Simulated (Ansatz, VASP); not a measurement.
Two plane-wave programs on SrO

```
Sr O
1.0
     3.79788   -4.46442    0.00000
     3.79788    4.46442    0.00000
     0.00000    0.00000    3.77614
Sr O
2 2
Direct
  0.00000 0.00000 0.00000
  0.50000 0.50000 0.50000
  0.70510 0.70510 0.00000
  0.29490 0.29490 0.00000
```

Change from the starting cell: ordered vacancies on the anion sites of rutile (Cmmm, No. 65).

Alike in both runs: functional PBE; k mesh 8 × 8 × 12; occupations gaussian, width 0.1 eV; no spin polarisation.

Ansatz relaxed the structure, and its values are those at the end. VASP's run is a single point on that final structure, the one shown.

|  | VASP | Ansatz |
| --- | --- | --- |
| version | VASP 6.6.1 | Ansatz 0.2.0 |
| potentials or method | VASP PAW PBE potentials, release 64 (Sr_sv, O), cutoff 520 eV | scalar-relativistic, plane waves, PAW |
| valence electrons in the cell | 32 | 32 |

|  | VASP | Ansatz | Ansatz less VASP |
| --- | --- | --- | --- |
| gap on the k mesh at the Fermi level (eV) | none | none | - |
| pressure (GPa) | 0.4 | 0.0 | -0.39 |
| rms of the force components (eV/Å) | 0.033 | 0.000 | -0.0325 |

A gap of «none» marks a metal or a gap that the smearing closes.
